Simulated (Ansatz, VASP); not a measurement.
Two plane-wave programs on TaTiF4

```
CELL_PARAMETERS angstrom
3.02607 0.00000 0.00000
0.00000 3.02607 0.00000
0.00000 0.00000 9.21092
ATOMIC_POSITIONS crystal
Ti 0.00000 0.00000 0.50000
Ta 0.00000 0.00000 0.00000
F 0.50000 0.50000 0.00000
F 0.50000 0.50000 0.24699
F 0.50000 0.50000 0.75301
F 0.50000 0.50000 0.50000
```

Alike in both runs: functional PBE; k mesh 12 × 12 × 4; occupations gaussian, width 0.1 eV; collinear spin.

Ansatz relaxed the structure, and its values are those at the end. VASP's run is a single point on that final structure, the one shown.

|  | VASP | Ansatz |
| --- | --- | --- |
| version | VASP 6.6.1 | Ansatz 0.2.0 |
| potentials or method | VASP PAW PBE potentials, release 64 (Ti_sv, Ta_pv, F), cutoff 520 eV | scalar-relativistic, plane waves, PAW |
| valence electrons in the cell | 51 | 53 |

Ansatz gave:

| Item | Value |
| --- | --- |
| gap on the k mesh at the Fermi level (eV) | none |
| pressure (GPa) | 0.0 |
| net moment per atom (μB) | 0.50 |
| size of the moment on the site where the two differ most (μB) | 0.52 |

Which values does VASP return?

gap on the k mesh at the Fermi level (eV): none; pressure (GPa): 0.0; net moment per atom (μB): 0.51; size of the moment on the site where the two differ most (μB): 0.88.

Site moments also hang on the region over which each program counts them. A gap of «none» marks a metal or a gap that the smearing closes. VASP's potentials hold 51 valence electrons a cell and Ansatz's 53, so a difference there can come from the potentials and not from the codes.

Neither program's run includes spin-orbit coupling.
